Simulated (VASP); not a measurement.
# SiNi3 (Pm-3m) in VASP: settings compared

Aim: see how the results for SiNi3 move with the level of theory and the settings. Levels: revPBE, PBEsol, RPBE, PBE, LDA. Tasks: single point.

Everything below comes from runs of VASP 6.6.1. Logs are shortened: lines on timing, memory, paths and dates and some standing lists are left out, and cuts for length are marked.

### Step 1. The cell of the first run

Symmetry: Pm-3m, No. 221, cubic system. The conventional cell has a = 3.542 Å, b = 3.542 Å, c = 3.542 Å, α = 90.00°, β = 90.00°, γ = 90.00°. Ni (site symmetry 4/mmm) has 8 Ni at 2.50 Å and 4 Si at 2.50 Å within 3.3 Å. Within 3.3 Å of Si (site symmetry m-3m) lie 12 Ni at 2.50 Å.

### Step 2. Single point, revPBE, collinear spin, ferromagnetic start

INCAR reads:

```
PREC     = Accurate       # precision mode
ENCUT    = 590            # plane-wave cutoff, eV
EDIFF    = 1E-6           # SCF threshold, eV
ISMEAR   = -1             # smearing method
SIGMA    = 0.05           # smearing width, eV
LREAL    = F              # projectors in reciprocal space
LASPH    = T              # aspherical terms in the spheres
NELM     = 200            # most SCF steps
ALGO     = Normal         # electronic algorithm
ISIF     = 2              # what is computed and relaxed
LWAVE    = F              # write WAVECAR
LCHARG   = F              # write CHGCAR
ISPIN    = 2              # spin polarisation
MAGMOM   = 1 1 1 0        # initial moments
LORBIT   = 11             # projections on sites
LMAXMIX  = 4              # l up to which the mixer works
GGA      = RE             # functional
NBANDS   = 41             # bands
GGA_COMPAT= F
```

KPOINTS reads:

```
regular mesh
0
Gamma
  4 4 4
```

POSCAR reads:

```
SiNi3
1.0
    3.5420000000      0.0000000000      0.0000000000
    0.0000000000      3.5420000000      0.0000000000
    0.0000000000      0.0000000000      3.5420000000
Ni Si
3 1
Direct
    0.5000000000      0.5000000000      0.0000000000
    0.5000000000      0.0000000000      0.5000000000
    0.0000000000      0.5000000000      0.5000000000
    0.0000000000      0.0000000000      0.0000000000
```

Potentials or basis: VASP PAW PBE potentials, release 64 (Ni_sv_GW, Si).

Command:

```console
$ cat potpaw_PBE.64/Ni_sv_GW/POTCAR potpaw_PBE.64/Si/POTCAR > POTCAR
$ mpirun -np 1 vasp_std > vasp.out
```

OUTCAR:

```text
PREC = Accurate
   ENCUT = 590
   EDIFF = 1E-6
   ISMEAR = -1
   LREAL = F
   LASPH = T
   NELM = 200
   ISIF = 2
   ISPIN = 2
   LORBIT = 11
   GGA = RE

 ion  position               nearest neighbor table
   1  0.500  0.500  0.000-   2 2.50   3 2.50   4 2.50   2 2.50   3 2.50   2 2.50   4 2.50   2 2.50
                             3 2.50   4 2.50   3 2.50   4 2.50
   2  0.500  0.000  0.500-   1 2.50   3 2.50   4 2.50   1 2.50   4 2.50   1 2.50   3 2.50   1 2.50
                             3 2.50   4 2.50   4 2.50   3 2.50
   3  0.000  0.500  0.500-   1 2.50   2 2.50   4 2.50   1 2.50   4 2.50   2 2.50   4 2.50   4 2.50
                             1 2.50   2 2.50   1 2.50   2 2.50
   4  0.000  0.000  0.000-   1 2.50   2 2.50   3 2.50   2 2.50   3 2.50   1 2.50   3 2.50   3 2.50
                             1 2.50   2 2.50   2 2.50   1 2.50

  LATTYP: Found a simple cubic cell.
 ALAT       =     3.5420000000

  Lattice vectors:

 A1 = (   3.5420000000,   0.0000000000,   0.0000000000)
 A2 = (   0.0000000000,   3.5420000000,   0.0000000000)
 A3 = (   0.0000000000,   0.0000000000,   3.5420000000)

Analysis of symmetry for initial positions (statically):
=====================================================================
 Subroutine PRICEL returns:
 Original cell was already a primitive cell.

 Routine SETGRP: Setting up the symmetry group for a
 simple cubic supercell.

 Subroutine GETGRP returns: Found 48 space group operations
 (whereof 48 operations were pure point group operations)
 out of a pool of 48 trial point group operations.

The static configuration has the point symmetry O_h .

Analysis of symmetry for dynamics (positions and initial velocities):
=====================================================================
 Subroutine PRICEL returns:
 Original cell was already a primitive cell.

 Routine SETGRP: Setting up the symmetry group for a
 simple cubic supercell.

 Subroutine GETGRP returns: Found 48 space group operations
 (whereof 48 operations were pure point group operations)
 out of a pool of 48 trial point group operations.

The dynamic configuration has the point symmetry O_h .

Analysis of structural, dynamic, and magnetic symmetry:
=====================================================================
 Subroutine PRICEL returns:
 Original cell was already a primitive cell.

 Routine SETGRP: Setting up the symmetry group for a
 simple cubic supercell.

 Subroutine GETGRP returns: Found 48 space group operations
 (whereof 48 operations were pure point group operations)
 out of a pool of 48 trial point group operations.

The overall configuration has the point symmetry O_h .

 Subroutine INISYM returns: Found 48 space group operations
 (whereof 48 operations are pure point group operations),
 and found     1 'primitive' translations

----------------------------------------------------------------------------------------

                                     Primitive cell

  volume of cell :      44.4371

  direct lattice vectors                    reciprocal lattice vectors
     3.542000000  0.000000000  0.000000000     0.282326369  0.000000000  0.000000000
     0.000000000  3.542000000  0.000000000     0.000000000  0.282326369  0.000000000
     0.000000000  0.000000000  3.542000000     0.000000000  0.000000000  0.282326369

  length of vectors
     3.542000000  3.542000000  3.542000000     0.282326369  0.282326369  0.282326369

  position of ions in fractional coordinates (direct lattice)
     0.500000000  0.500000000  0.000000000
     0.500000000  0.000000000  0.500000000
     0.000000000  0.500000000  0.500000000
     0.000000000  0.000000000  0.000000000

  ion indices of the primitive-cell ions
   primitive index   ion index
                 1           1
                 2           2
                 3           3
                 4           4

----------------------------------------------------------------------------------------

 KPOINTS: regular mesh

Automatic generation of k-mesh.
 Grid dimensions read from file:
 generate k-points for:    4    4    4

 Generating k-lattice:

  Cartesian coordinates                     Fractional coordinates (reciprocal lattice)
     0.070581592  0.000000000  0.000000000     0.250000000  0.000000000  0.000000000
     0.000000000  0.070581592  0.000000000     0.000000000  0.250000000  0.000000000
     0.000000000  0.000000000  0.070581592     0.000000000  0.000000000  0.250000000

  Length of vectors
     0.070581592  0.070581592  0.070581592

  Shift w.r.t. Gamma in fractional coordinates (k-lattice)
     0.000000000  0.000000000  0.000000000

 Subroutine IBZKPT returns following result:
 ===========================================

 Found     10 irreducible k-points:

 Following reciprocal coordinates:
            Coordinates               Weight
  0.000000  0.000000  0.000000      1.000000
  0.250000  0.000000  0.000000      6.000000
  0.500000  0.000000  0.000000      3.000000
  0.250000  0.250000  0.000000     12.000000
  0.500000  0.250000  0.000000     12.000000
  0.500000  0.500000  0.000000      3.000000
  0.250000  0.250000  0.250000      8.000000
  0.500000  0.250000  0.250000     12.000000
  0.500000  0.500000  0.250000      6.000000
  0.500000  0.500000  0.500000      1.000000
   k-points           NKPTS =     10   k-points in BZ     NKDIM =     10   number of bands    NBANDS=     41
   number of dos      NEDOS =    301   number of ions     NIONS =      4
   total plane-waves  NPLWV =  21952
   dimension x,y,z NGX =    28 NGY =   28 NGZ =   28
   dimension x,y,z NGXF=    56 NGYF=   56 NGZF=   56
   ions per type =               3   1
   NGX,Y,Z   is equivalent  to a cutoff of  13.14, 13.14, 13.14 a.u.
   NGXF,Y,Z  is equivalent  to a cutoff of  26.28, 26.28, 26.28 a.u.
 SYSTEM =  unknown system
   PREC   = accura    normal or accurate (medium, high low for compatibility)
   ISTART =      0    job   : 0-new  1-cont  2-samecut
   ICHARG =      2    charge: 1-file 2-atom 10-const
   ISPIN  =      2    spin polarized calculation?
   LNONCOLLINEAR =      F non collinear calculations
   LSORBIT =      F    spin-orbit coupling
   LASPH  =      T    aspherical Exc in radial PAW
   ENCUT  =  590.0 eV  43.36 Ry    6.59 a.u.   7.02  7.02  7.02*2*pi/ulx,y,z
   NELM   =    200;   NELMIN=  2; NELMDL= -5     # of ELM steps
   EDIFF  = 0.1E-05   stopping-criterion for ELM
   LREAL  =      F    real-space projection
   EDIFFG = 0.1E-04   stopping-criterion for IOM
   NSW    =      0    number of steps for IOM
   IBRION =     -1    ionic relax: 0-MD 1-quasi-New 2-CG
   NFREE  =      0    steps in history (QN), initial steepest desc. (CG)
   ISIF   =      2    stress and relaxation
   ISYM   =      2    0-nonsym 1-usesym 2-fastsym
   POTIM  = 0.5000    time-step for ionic-motion
   TEBEG  =    0.0;   TEEND  =   0.0 temperature during run
   PSTRESS=    0.0 pullay stress
   NELECT =      58.0000    total number of electrons
   NUPDOWN=      -1.0000    fix difference up-down
   EMIN   =  10.00;   EMAX   =-10.00  energy-range for DOS
   EFERMI =   0.00;   METHOD = LEGACY
   ISMEAR =    -1;   SIGMA  =   0.05  broadening in eV -4-tet -1-fermi 0-gaus
   EFERMI_NEDOS =   21; number of points for ismear=-14 and -15
   IALGO  =     38    algorithm
   IMIX   =      4    mixing-type and parameters
     AMIX     =   0.40;   BMIX     =  1.00
     AMIX_MAG =   1.60;   BMIX_MAG =  1.00
  volume/ion in A,a.u.               =      11.11        74.97
  Fermi-wavevector in a.u.,A,eV,Ry     =   1.789104  3.380916 43.550799  3.200893
  Thomas-Fermi vector in A             =   2.852146
   LORBIT       =     11    0 simple, 1 ext, 2 COOP (PROOUT), +10 PAW based schemes
   GGA     = RE    functional components
   LHFCALC =     F    Hartree Fock is set to
   AEXX    =    0.0000 exact exchange contribution
   IVDW    =     0    specifies the selected vdW correction
   LEPSILON=     F    determine dielectric tensor
   LRPA    =     F    only Hartree local field effects (RPA)
 spin polarized calculation
  energy-cutoff  :      590.00
  volume of cell :       44.44
 maximum number of plane-waves:      1472
   NGX = 15   NGY = 15   NGZ = 15

 number of electron      57.9999958 magnetization       0.0640093

 number of electron      57.9999958 magnetization      -0.0003540

 Free energy of the ion-electron system (eV)
  ---------------------------------------------------
  ext. energy  EPLUGINS =         0.00000000
  ---------------------------------------------------
  free energy    TOTEN  =       -24.91767146 eV

  energy without entropy =      -24.90009178  energy(sigma->0) =      -24.90888162

 E-fermi :   9.2423     XC(G=0): -13.2929

 val. band max:        9.2152911533   @ k =   0.5000   0.0000   0.0000
 cond. band min:       9.3921456142   @ k =   0.5000   0.5000   0.2500
 fundamental gap:      0.1768544608
 Fermi energy:         9.2422700961

 spin component 1

 k-point     1 :       0.0000    0.0000    0.0000
  band No.  band energies     occupation
      1     -94.0509      1.00000
      2     -94.0212      1.00000
      3     -94.0212      1.00000
      4     -54.4669      1.00000
      5     -54.4669      1.00000
      6     -54.4669      1.00000
[... 33 lines left out ...]
     40      22.9170      0.00000
     41      22.9552      0.00000

 k-point     2 :       0.2500    0.0000    0.0000
  band No.  band energies     occupation
      1     -94.0476      1.00000
      2     -94.0251      1.00000
      3     -94.0214      1.00000
      4     -54.4580      1.00000
      5     -54.4580      1.00000
      6     -54.4553      1.00000
[... 341 lines left out ...]
     40      25.7685      0.00000
     41      26.9548      0.00000

 k-point    10 :       0.5000    0.5000    0.5000
  band No.  band energies     occupation
      1     -94.0319      1.00000
      2     -94.0319      1.00000
      3     -94.0319      1.00000
      4     -54.4904      1.00000
      5     -54.4904      1.00000
      6     -54.4904      1.00000
[... 33 lines left out ...]
     40      25.7785      0.00000
     41      30.1180      0.00000
 Fermi energy:         9.2422700961

 spin component 2

 k-point     1 :       0.0000    0.0000    0.0000
  band No.  band energies     occupation
      1     -94.0512      1.00000
      2     -94.0214      1.00000
      3     -94.0214      1.00000
      4     -54.4671      1.00000
      5     -54.4671      1.00000
      6     -54.4671      1.00000
[... 33 lines left out ...]
     40      22.8949      0.00000
     41      22.9553      0.00000

 k-point     2 :       0.2500    0.0000    0.0000
  band No.  band energies     occupation
      1     -94.0479      1.00000
      2     -94.0254      1.00000
      3     -94.0217      1.00000
      4     -54.4582      1.00000
      5     -54.4582      1.00000
      6     -54.4556      1.00000
[... 341 lines left out ...]
     40      25.7686      0.00000
     41      26.8858      0.00000

 k-point    10 :       0.5000    0.5000    0.5000
  band No.  band energies     occupation
      1     -94.0322      1.00000
      2     -94.0322      1.00000
      3     -94.0322      1.00000
      4     -54.4907      1.00000
      5     -54.4907      1.00000
      6     -54.4907      1.00000
[... 33 lines left out ...]
     40      25.7786      0.00000
     41      30.1225      0.00000

------------------------ aborting loop because EDIFF is reached ----------------------------------------

  FORCE on cell =-STRESS in cart. coord.  units (eV):
  Direction    XX          YY          ZZ          XY          YZ          ZX
  --------------------------------------------------------------------------------------
  -------------------------------------------------------------------------------------
  Total       -1.5983198     -1.5983198     -1.5983198      0.0000000      0.0000000     -0.0000000
  in kB      -57.6273428    -57.6273428    -57.6273428      0.0000000      0.0000000     -0.0000000
  external PRESSURE =     -57.6273428 kB  Pullay stress =       0.0000000 kB

 VOLUME and BASIS-vectors are now :
 -----------------------------------------------------------------------------
  energy-cutoff  :      590.00
  volume of cell :       44.44
      direct lattice vectors                 reciprocal lattice vectors
     3.542000000  0.000000000  0.000000000     0.282326369  0.000000000  0.000000000
     0.000000000  3.542000000  0.000000000     0.000000000  0.282326369  0.000000000
     0.000000000  0.000000000  3.542000000     0.000000000  0.000000000  0.282326369

 POSITION                                       TOTAL-FORCE (eV/Angst)
 -----------------------------------------------------------------------------------
      1.77100      1.77100      0.00000         0.000000      0.000000      0.000000
      1.77100      0.00000      1.77100         0.000000      0.000000      0.000000
      0.00000      1.77100      1.77100         0.000000      0.000000      0.000000
      0.00000      0.00000      0.00000         0.000000      0.000000      0.000000
 -----------------------------------------------------------------------------------
    total drift:                                0.000000      0.000000      0.000000

  FREE ENERGIE OF THE ION-ELECTRON SYSTEM (eV)
  ---------------------------------------------------
  free  energy   TOTEN  =       -24.9176714615 eV

  energy  without entropy=      -24.9000917831  energy(sigma->0) =      -24.90888162

 total charge

# of ion       s       p       d       f       tot
--------------------------------------------------
    1        2.224   6.320   7.859   0.004  16.408
    2        2.224   6.320   7.859   0.004  16.408
    3        2.224   6.320   7.859   0.004  16.408
    4        0.731   0.806   0.000   0.000   1.537
--------------------------------------------------
tot          7.405  19.767  23.577   0.013  50.762

 magnetization (x)

# of ion       s       p       d       f       tot
--------------------------------------------------
    1       -0.000   0.000  -0.000   0.000  -0.000
    2       -0.000   0.000  -0.000   0.000  -0.000
    3       -0.000   0.000  -0.000   0.000  -0.000
    4       -0.000   0.000   0.000   0.000  -0.000
--------------------------------------------------
tot         -0.000   0.000  -0.001   0.000  -0.001
```

Wall time 51 s (1 thread of Intel Xeon Platinum 8559C (Emerald Rapids), shared host); peak memory 0.2 GiB.

Results:

- Free energy: -24.9177 eV
- Pressure: -5.8 GPa
- Band gap on the k mesh: zero (filled and empty bands overlap)
- Net moment: 0.00 μB per cell
- Valence electrons inside the program's atomic spheres: Ni 16.41; Si 1.54

Caveat: the k points lie up to 0.44 Å⁻¹ apart; the PAW data sets were made with another functional, which shifts forces and pressure a little.

[end of part 1 of 2]
